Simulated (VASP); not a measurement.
# MgCd7Te8 (F-43m) in VASP: a series of runs

The runs below take MgCd7Te8 through single point, with PBEsol.

Program: VASP 6.6.1. These are calculated values, not measurements. Logs are shortened: lines on timing, memory, paths and dates and some standing lists are left out, and cuts for length are marked.

## Step 1: The cell of the first run

It takes space group F-43m (No. 216, cubic). Conventional cell: a = 12.966 Å, b = 12.966 Å, c = 12.966 Å, α = 90.00°, β = 90.00°, γ = 90.00°. Mg (site symmetry -43m) has 4 Te at 2.79 Å within 3.7 Å. Within 3.7 Å of Cd (site symmetry 2mm) lie 4 Te at 2.81 Å. Cd (site symmetry -43m) has 4 Te at 2.81 Å within 3.7 Å. Within 3.7 Å of Te (site symmetry 3m) lie 1 Mg at 2.79 Å and 3 Cd at 2.81 Å. Within 3.7 Å of Te (site symmetry 3m) lie 4 Cd at 2.81 Å.

## Step 2: Single point, PBEsol

Contents of INCAR:

```
SYSTEM = MgCd7Te8
PREC = Accurate ; ENCUT = 520
EDIFF = 1E-7 ; ISMEAR = 0
SIGMA = 0.02 ; LREAL = Auto
LASPH = .TRUE. ; NELM = 100
ALGO = Normal ; ISIF = 2
LWAVE = .FALSE. ; LCHARG = .TRUE.
GGA = PS ; LELF = .TRUE.
LVHAR = .TRUE. ; NBANDS = 81
```

Contents of KPOINTS:

```
Automatic mesh
0
G
  4 4 4
  0 0 0
```

Contents of POSCAR:

```
MgCd7Te8
1.0
   -6.4830388094      6.4830388094      0.0000000000
   -6.4830388094      0.0000000000      6.4830388094
    0.0000000000      6.4830388094      6.4830388094
Mg Cd Te
1 7 8
Direct
    0.0000000000      0.0000000000      0.0000000000
    0.5004746976     -0.0004746976     -0.0004746976
   -0.0004746976      0.5004746976     -0.0004746976
   -0.0004746976     -0.0004746976      0.5004746976
    0.5004746976      0.5004746976     -0.0004746976
    0.5004746976     -0.0004746976      0.5004746976
   -0.0004746976      0.5004746976      0.5004746976
    0.5000000000      0.5000000000      0.5000000000
    0.8757931509      0.8757931509      0.3726205473
    0.3749628377      0.8751114870      0.3749628377
    0.8751114870      0.3749628377      0.3749628377
    0.8757931509      0.8757931509      0.8757931509
    0.3749628377      0.3749628377      0.3749628377
    0.3726205473      0.8757931509      0.8757931509
    0.8757931509      0.3726205473      0.8757931509
    0.3749628377      0.3749628377      0.8751114870
```

Potentials or basis: VASP PAW PBE potentials, release 64 (Mg, Cd, Te).

Run with:

```sh
$ cat potpaw_PBE.64/Mg/POTCAR potpaw_PBE.64/Cd/POTCAR potpaw_PBE.64/Te/POTCAR > POTCAR
$ mpirun -np 1 vasp_std > vasp.out
```

OUTCAR:

```text
SYSTEM = MgCd7Te8
   PREC = Accurate
   ENCUT = 520
   EDIFF = 1E-7
   ISMEAR = 0
   LREAL = Auto
   LASPH = .TRUE.
   NELM = 100
   ISIF = 2
   GGA = PS

 ion  position               nearest neighbor table
   1  0.000  0.000  0.000-  12 2.79   9 2.79  14 2.79  15 2.79
   2  0.500  1.000  1.000-  14 2.81  12 2.81  10 2.81  16 2.81
   3  1.000  0.500  1.000-  15 2.81  12 2.81  11 2.81  16 2.81
   4  1.000  1.000  0.500-   9 2.81  12 2.81  11 2.81  10 2.81
   5  0.500  0.500  1.000-  14 2.81  15 2.81  16 2.81  13 2.81
   6  0.500  1.000  0.500-   9 2.81  14 2.81  10 2.81  13 2.81
[... 8 lines left out ...]
  15  0.876  0.373  0.876-   1 2.79   3 2.81   5 2.81   7 2.81
  16  0.375  0.375  0.875-   8 2.81   5 2.81   2 2.81   3 2.81

  LATTYP: Found a face centered cubic cell.
 ALAT       =    12.9660776188

  Lattice vectors:

 A1 = (  -6.4830388094,   6.4830388094,   0.0000000000)
 A2 = (  -6.4830388094,   0.0000000000,   6.4830388094)
 A3 = (   0.0000000000,   6.4830388094,   6.4830388094)

Analysis of symmetry for initial positions (statically):
=====================================================================
 Subroutine PRICEL returns:
 Original cell was already a primitive cell.

 Routine SETGRP: Setting up the symmetry group for a
 face centered cubic supercell.

 Subroutine GETGRP returns: Found 24 space group operations
 (whereof 24 operations were pure point group operations)
 out of a pool of 48 trial point group operations.

The static configuration has the point symmetry T_d .

Analysis of symmetry for dynamics (positions and initial velocities):
=====================================================================
 Subroutine PRICEL returns:
 Original cell was already a primitive cell.

 Routine SETGRP: Setting up the symmetry group for a
 face centered cubic supercell.

 Subroutine GETGRP returns: Found 24 space group operations
 (whereof 24 operations were pure point group operations)
 out of a pool of 48 trial point group operations.

The dynamic configuration has the point symmetry T_d .

 Subroutine INISYM returns: Found 24 space group operations
 (whereof 24 operations are pure point group operations),
 and found     1 'primitive' translations

----------------------------------------------------------------------------------------

                                     Primitive cell

  volume of cell :     544.9615

  direct lattice vectors                    reciprocal lattice vectors
    -6.483038809  6.483038809  0.000000000    -0.077124326  0.077124326 -0.077124326
    -6.483038809  0.000000000  6.483038809    -0.077124326 -0.077124326  0.077124326
     0.000000000  6.483038809  6.483038809     0.077124326  0.077124326  0.077124326

  length of vectors
     9.168401410  9.168401410  9.168401410     0.133583252  0.133583252  0.133583252

  position of ions in fractional coordinates (direct lattice)
     0.000000000  0.000000000  0.000000000
     0.500474698  0.999525302  0.999525302
     0.999525302  0.500474698  0.999525302
     0.999525302  0.999525302  0.500474698
     0.500474698  0.500474698  0.999525302
     0.500474698  0.999525302  0.500474698
[... 8 lines left out ...]
     0.875793151  0.372620547  0.875793151
     0.374962838  0.374962838  0.875111487

  ion indices of the primitive-cell ions
   primitive index   ion index
                 1           1
                 2           2
                 3           3
                 4           4
                 5           5
                 6           6
[... 8 lines left out ...]
                15          15
                16          16

----------------------------------------------------------------------------------------

 KPOINTS: Automatic mesh

Automatic generation of k-mesh.
 Grid dimensions read from file:
 generate k-points for:    4    4    4

 Generating k-lattice:

  Cartesian coordinates                     Fractional coordinates (reciprocal lattice)
    -0.019281082  0.019281082 -0.019281082     0.250000000  0.000000000  0.000000000
    -0.019281082 -0.019281082  0.019281082     0.000000000  0.250000000  0.000000000
     0.019281082  0.019281082  0.019281082     0.000000000  0.000000000  0.250000000

  Length of vectors
     0.033395813  0.033395813  0.033395813

  Shift w.r.t. Gamma in fractional coordinates (k-lattice)
     0.000000000  0.000000000  0.000000000

 Subroutine IBZKPT returns following result:
 ===========================================

 Found      8 irreducible k-points:

 Following reciprocal coordinates:
            Coordinates               Weight
  0.000000  0.000000  0.000000      1.000000
  0.250000  0.000000  0.000000      8.000000
  0.500000  0.000000  0.000000      4.000000
  0.250000  0.250000  0.000000      6.000000
  0.500000  0.250000  0.000000     24.000000
 -0.250000  0.250000  0.000000     12.000000
  0.500000  0.500000  0.000000      3.000000
 -0.250000  0.500000  0.250000      6.000000
   k-points           NKPTS =      8   k-points in BZ     NKDIM =      8   number of bands    NBANDS=     81
   number of dos      NEDOS =    301   number of ions     NIONS =     16
   total plane-waves  NPLWV = 343000
   dimension x,y,z NGX =    70 NGY =   70 NGZ =   70
   dimension x,y,z NGXF=   140 NGYF=  140 NGZF=  140
   ions per type =               1   7   8
   NGX,Y,Z   is equivalent  to a cutoff of  12.69, 12.69, 12.69 a.u.
   NGXF,Y,Z  is equivalent  to a cutoff of  25.39, 25.39, 25.39 a.u.
 SYSTEM =  MgCd7Te8
   PREC   = accura    normal or accurate (medium, high low for compatibility)
   ISTART =      0    job   : 0-new  1-cont  2-samecut
   ICHARG =      2    charge: 1-file 2-atom 10-const
   ISPIN  =      1    spin polarized calculation?
   LNONCOLLINEAR =      F non collinear calculations
   LSORBIT =      F    spin-orbit coupling
   LASPH  =      T    aspherical Exc in radial PAW
   ENCUT  =  520.0 eV  38.22 Ry    6.18 a.u.  17.05 17.05 17.05*2*pi/ulx,y,z
   NELM   =    100;   NELMIN=  2; NELMDL= -5     # of ELM steps
   EDIFF  = 0.1E-06   stopping-criterion for ELM
   LREAL  =      T    real-space projection
   EDIFFG = 0.1E-05   stopping-criterion for IOM
   NSW    =      0    number of steps for IOM
   IBRION =     -1    ionic relax: 0-MD 1-quasi-New 2-CG
   NFREE  =      0    steps in history (QN), initial steepest desc. (CG)
   ISIF   =      2    stress and relaxation
   ISYM   =      2    0-nonsym 1-usesym 2-fastsym
   POTIM  = 0.5000    time-step for ionic-motion
   TEBEG  =    0.0;   TEEND  =   0.0 temperature during run
   PSTRESS=    0.0 pullay stress
   NELECT =     134.0000    total number of electrons
   NUPDOWN=      -1.0000    fix difference up-down
   EMIN   =  10.00;   EMAX   =-10.00  energy-range for DOS
   EFERMI =   0.00;   METHOD = LEGACY
   ISMEAR =     0;   SIGMA  =   0.02  broadening in eV -4-tet -1-fermi 0-gaus
   EFERMI_NEDOS =   21; number of points for ismear=-14 and -15
   IALGO  =     38    algorithm
   IMIX   =      4    mixing-type and parameters
     AMIX     =   0.40;   BMIX     =  1.00
     AMIX_MAG =   1.60;   BMIX_MAG =  1.00
  volume/ion in A,a.u.               =      34.06       229.85
  Fermi-wavevector in a.u.,A,eV,Ry     =   1.025623  1.938147 14.312007  1.051903
  Thomas-Fermi vector in A             =   2.159473
   LORBIT       =      0    0 simple, 1 ext, 2 COOP (PROOUT), +10 PAW based schemes
   GGA     = PS    functional components
   LHFCALC =     F    Hartree Fock is set to
   AEXX    =    0.0000 exact exchange contribution
   IVDW    =     0    specifies the selected vdW correction
   LEPSILON=     F    determine dielectric tensor
   LRPA    =     F    only Hartree local field effects (RPA)
 non-spin polarized calculation
 Gauss-broadening in eV      SIGMA  =   0.02
  energy-cutoff  :      520.00
  volume of cell :      544.96
 maximum number of plane-waves:     14699
 NGX is ok and might be reduce to    70
   NGX = 35   NGY = 35   NGZ = 35

 number of electron     134.0000016 magnetization

 Free energy of the ion-electron system (eV)
  ---------------------------------------------------
  ext. energy  EPLUGINS =         0.00000000
  ---------------------------------------------------
  free energy    TOTEN  =       -45.30963832 eV

  energy without entropy =      -45.30963832  energy(sigma->0) =      -45.30963832

 E-fermi :   2.2560     XC(G=0):  -8.6764

 val. band max:        2.1433022687   @ k =   0.0000   0.0000   0.0000
 cond. band min:       2.9696636694   @ k =   0.0000   0.0000   0.0000
 fundamental gap:      0.8263614007
 Fermi energy:         2.2559771366

 k-point     1 :       0.0000    0.0000    0.0000
  band No.  band energies     occupation
      1      -8.9421      2.00000
      2      -8.5361      2.00000
      3      -8.5361      2.00000
      4      -8.5361      2.00000
      5      -8.5282      2.00000
      6      -8.3624      2.00000
[... 71 lines left out ...]
     78       5.2873      0.00000
     79       6.7932      0.00000

 k-point     2 :       0.2500    0.0000    0.0000
  band No.  band energies     occupation
      1      -8.8824      2.00000
      2      -8.5906      2.00000
      3      -8.5246      2.00000
      4      -8.5246      2.00000
      5      -8.5117      2.00000
      6      -8.3865      2.00000
[... 71 lines left out ...]
     78       5.7318      0.00000
     79       6.7440      0.00000
[... 408 lines left out ...]
     78       6.6985      0.00000
     79       6.7535      0.00000

 k-point     8 :      -0.2500    0.5000    0.2500
  band No.  band energies     occupation
      1      -8.6579      2.00000
      2      -8.6579      2.00000
      3      -8.6070      2.00000
      4      -8.5849      2.00000
      5      -8.4681      2.00000
      6      -8.4519      2.00000
[... 71 lines left out ...]
     78       6.1600      0.00000
     79       6.2848      0.00000
 [bands above 79 left out]

------------------------ aborting loop because EDIFF is reached ----------------------------------------

  FORCE on cell =-STRESS in cart. coord.  units (eV):
  Direction    XX          YY          ZZ          XY          YZ          ZX
  --------------------------------------------------------------------------------------
  -------------------------------------------------------------------------------------
  Total        0.4955629      0.4955629      0.4955629     -0.0000000      0.0000000     -0.0000000
  in kB        1.4569460      1.4569460      1.4569460     -0.0000000      0.0000000     -0.0000000
  external PRESSURE =       1.4569460 kB  Pullay stress =       0.0000000 kB

 VOLUME and BASIS-vectors are now :
 -----------------------------------------------------------------------------
  energy-cutoff  :      520.00
  volume of cell :      544.96
      direct lattice vectors                 reciprocal lattice vectors
    -6.483038809  6.483038809  0.000000000    -0.077124326  0.077124326 -0.077124326
    -6.483038809  0.000000000  6.483038809    -0.077124326 -0.077124326  0.077124326
     0.000000000  6.483038809  6.483038809     0.077124326  0.077124326  0.077124326

 POSITION                                       TOTAL-FORCE (eV/Angst)
 -----------------------------------------------------------------------------------
      0.00000      0.00000      0.00000        -0.000000      0.000000      0.000000
     -9.72456      9.72456     12.95992        -0.000000      0.000000     -0.000420
     -9.72456     12.95992      9.72456        -0.000000     -0.000420      0.000000
    -12.95992      9.72456      9.72456         0.000420      0.000000      0.000000
     -6.48919      9.72456      9.72456        -0.000420      0.000000      0.000000
     -9.72456      6.48919      9.72456        -0.000000      0.000420      0.000000
[... 8 lines left out ...]
     -8.09351     11.35560      8.09351         0.006765      0.006765     -0.006765
     -4.86180      8.10428      8.10428        -0.000919     -0.000919     -0.000919
 -----------------------------------------------------------------------------------
    total drift:                               -0.000003      0.000003      0.000003

  FREE ENERGIE OF THE ION-ELECTRON SYSTEM (eV)
  ---------------------------------------------------
  free  energy   TOTEN  =       -45.3096383244 eV

  energy  without entropy=      -45.3096383244  energy(sigma->0) =      -45.30963832
```

Wall time 6.6 min (1 thread of Intel Xeon 6975P-C (Granite Rapids), shared host); peak memory 0.79 GiB.

Results:

| Quantity | Value |
| --- | --- |
| Free energy | -45.3096 eV |
| Pressure | 0.1 GPa |
| Largest force | 0.012 eV/Å |
| Band gap on the k mesh | 0.83 eV, direct |

Forces in eV/Å, atoms in the order of the input:
```
Mg   0.000  0.000  0.000
Cd   0.000  0.000  0.000
Cd   0.000  0.000  0.000
Cd   0.000  0.000  0.000
Cd   0.000  0.000  0.000
Cd   0.000  0.000  0.000
Cd   0.000  0.000  0.000
Cd   0.000  0.000  0.000
Te  -0.007 -0.007 -0.007
Te   0.001  0.001 -0.001
Te   0.001 -0.001  0.001
Te  -0.007  0.007  0.007
Te  -0.001  0.001  0.001
Te   0.007 -0.007  0.007
Te   0.007  0.007 -0.007
Te  -0.001 -0.001 -0.001
```

Levels at points of the mesh, in eV from the valence-band top:
| k point | band 65 | band 66 | band 67 | band 68 | band 69 | band 70 |
| --- | --- | --- | --- | --- | --- | --- |
| (0.00, 0.00, 0.00) | 0.00 | 0.00 | 0.00 | 0.83 | 1.79 | 1.79 |
| (0.50, 0.00, 0.00) | -0.47 | -0.35 | -0.35 | 1.99 | 2.11 | 2.84 |
| (0.50, 0.50, 0.00) | -0.78 | -0.78 | -0.71 | 2.94 | 2.98 | 3.13 |

Caveat: the PAW data sets were made with another functional, which shifts forces and pressure a little; spin-orbit coupling is left out, which moves the levels of the heavy elements. PBEsol gaps usually lie below the measured ones, often by a third to a half.

## Step 3: Single point, PBEsol

Contents of INCAR:

```
PREC = Accurate ; ENCUT = 520
EDIFF = 1E-7 ; ISMEAR = 0
SIGMA = 0.02 ; LREAL = Auto
LASPH = True ; NELM = 100
ALGO = Normal ; ISIF = 2
LWAVE = False ; LCHARG = True
GGA = PS ; LELF = True
LVHAR = True ; NBANDS = 81
```

Contents of KPOINTS:

```
Automatic mesh
0
Gamma
  4 4 4
```

POSCAR is that of step 2.

Potentials or basis: VASP PAW PBE potentials, release 64 (Mg, Cd, Te).

Run with:

```sh
$ cat potpaw_PBE.64/Mg/POTCAR potpaw_PBE.64/Cd/POTCAR potpaw_PBE.64/Te/POTCAR > POTCAR
$ mpirun -np 1 vasp_std > vasp.out
```

It took 7.1 min on 1 thread of Intel Xeon 6975P-C (Granite Rapids), shared host; peak memory 0.79 GiB.

It converged, with:

```
Free energy            : -45.3096 eV
Pressure               : 0.1 GPa
Largest force          : 0.012 eV/Å
Band gap on the k mesh : 0.83 eV, direct
```

Forces in eV/Å, atoms in the order of the input:
```
Mg   0.000  0.000  0.000
Cd   0.000  0.000  0.000
Cd   0.000  0.000  0.000
Cd   0.000  0.000  0.000
Cd   0.000  0.000  0.000
Cd   0.000  0.000  0.000
Cd   0.000  0.000  0.000
Cd   0.000  0.000  0.000
Te  -0.007 -0.007 -0.007
Te   0.001  0.001 -0.001
Te   0.001 -0.001  0.001
Te  -0.007  0.007  0.007
Te  -0.001  0.001  0.001
Te   0.007 -0.007  0.007
Te   0.007  0.007 -0.007
Te  -0.001 -0.001 -0.001
```

Levels at points of the mesh, in eV from the valence-band top:
| k point | band 63 | band 64 | band 65 | band 66 | band 67 | band 68 | band 69 | band 70 | band 71 | band 72 |
| --- | --- | --- | --- | --- | --- | --- | --- | --- | --- | --- |
| (0.00, 0.00, 0.00) | -0.70 | -0.70 | 0.00 | 0.00 | 0.00 | 0.83 | 1.79 | 1.79 | 1.79 | 2.12 |
| (0.50, 0.00, 0.00) | -1.30 | -0.47 | -0.47 | -0.35 | -0.35 | 1.99 | 2.11 | 2.84 | 2.84 | 2.96 |
| (0.50, 0.50, 0.00) | -1.00 | -0.79 | -0.78 | -0.78 | -0.71 | 2.94 | 2.98 | 3.13 | 3.15 | 3.15 |

Caveat: the PAW data sets were made with another functional, which shifts forces and pressure a little; spin-orbit coupling is left out, which moves the levels of the heavy elements.
